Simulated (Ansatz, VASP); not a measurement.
## One calculation of Pt, two programs

```xyz
2
Lattice="2.8965 0.0000 0.0000 -1.4482 2.1501 0.0000 0.0000 0.0000 4.7814" Properties=species:S:1:pos:R:3 pbc="T T T"
Pt    1.4482    0.7167    3.5860
Pt    0.0000    1.4334    1.1953
```

Change from the starting cell: normal strain along x +0.0500, normal strain along y -0.1000.

Alike in both runs: task single point; functional PBE; k mesh 18 × 18 × 10; occupations gaussian, width 0.15 eV; no spin polarisation.

|  | VASP | Ansatz |
| --- | --- | --- |
| version | VASP 6.6.1 | Ansatz 0.2.0 |
| potentials or method | VASP PAW PBE potentials, release 64 (Pt), cutoff 520 eV | scalar-relativistic, plane waves, PAW |
| valence electrons in the cell | 20 | 36 |

```csv
,VASP,Ansatz,Ansatz less VASP
gap on the k mesh at the Fermi level (eV),none,none,-
pressure (GPa),22.0,22.5,+0.54
"traceless stress, the component that is largest in VASP (GPa)",23.44,23.66,+0.218
rms of the force components (eV/Å),0.075,0.076,+0.0002
```

Atom by atom the forces differ by 0.000 eV/Å (rms over components). A gap of «none» marks a metal or a gap that the smearing closes. With one functional, cell and mesh, what is left measures potentials, basis and numerics. VASP's potentials hold 20 valence electrons a cell and Ansatz's 36, so a difference there can come from the potentials and not from the codes.

Spin-orbit coupling is off throughout.
